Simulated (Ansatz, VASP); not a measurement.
## Two plane-wave programs on GaSb

```
CELL_PARAMETERS angstrom
0.00000 3.11900 3.11900
3.11900 0.00000 3.11900
3.11900 3.11900 0.00000
ATOMIC_POSITIONS crystal
Sb 0.75000 0.75000 0.75000
Ga 0.00000 0.00000 0.00000
```

Alike in both runs: task single point; functional PBEsol; dispersion D3(BJ); k mesh 8 × 8 × 8; occupations fermi-dirac, width 0.05 eV; no spin polarisation.

|  | VASP | Ansatz |
| --- | --- | --- |
| version | VASP 6.6.1 | Ansatz 0.2.0 |
| potentials or method | VASP PAW PBE potentials, release 64 (Sb, Ga_d) | Ansatz PAW |
| plane-wave cutoff (eV) | 520 | 420 |
| valence electrons in the cell | 18 | 28 |

```tsv
	VASP	Ansatz	Ansatz less VASP
gap on the k mesh at the Fermi level (eV)	none	none	-
pressure (GPa)	-4.2	-4.3	-0.07
```

VASP's potentials were made for PBE, not for PBEsol. A gap of «none» marks a metal or a gap that the smearing closes. VASP's potentials hold 18 valence electrons a cell and Ansatz's 28, so a difference there can come from the potentials and not from the codes.

Neither program's run includes spin-orbit coupling.
